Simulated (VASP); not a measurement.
Write the native input for VASP 6.6.1 that does the following.

```yaml
Task: single point
Functional: PBE
Potentials_or_basis: VASP PAW PBE potentials, release 64 (Cd, S)
Cutoff: 520 eV
k_mesh: 7 × 7 × 7
Occupations: fermi-dirac, width 0.02 eV
Spin: no spin polarisation
Dipole_correction: no
Further_INCAR_settings: ALGO = Normal; EDIFF = 1e-06; NBANDS = 16
```

The structure of CdS lies in POSCAR:

```
CdS
1.0
    0.0000000000      2.8840943956      2.9429534649
    2.8840943956      0.0000000000      2.9429534649
    2.8840943956      2.8840943956      0.0000000000
Cd S
1 1
Direct
    0.0000000000      0.0000000000      0.0000000000
    0.7500000000      0.7500000000      0.7500000000
```

This cell differs from its parent crystal: equal xx and yy strain of -2 %.

These files were run (other wordings do the same):

INCAR

```
SYSTEM = CdS
PREC = Accurate ; ENCUT = 520
EDIFF = 1E-6 ; ISMEAR = -1
SIGMA = 0.02 ; LREAL = .False.
LASPH = .True. ; NELM = 80
ALGO = Normal ; ISIF = 2
LWAVE = .False. ; LCHARG = .True.
GGA = PE ; LELF = .True.
LVHAR = .True. ; NBANDS = 16
```

KPOINTS

```
Automatic mesh
0
Gamma
  7 7 7
  0 0 0
```

Potentials or basis: VASP PAW PBE potentials, release 64 (Cd, S).

Launch:

```bash
$ cat potpaw_PBE.64/Cd/POTCAR potpaw_PBE.64/S/POTCAR > POTCAR
$ mpirun -np 1 vasp_std > vasp.out
```

It gave:

```json
{"Pressure": "4.1 GPa", "Band gap on the k mesh": "1.16 eV, direct"}
```

Caveat: the cell differs from its parent crystal (equal xx and yy strain of -2 %).

Wall time 25 s on 1 thread of Intel(R) Xeon(R) Platinum 8488C (Sapphire Rapids), on a shared host, peak memory 0.19 GiB.
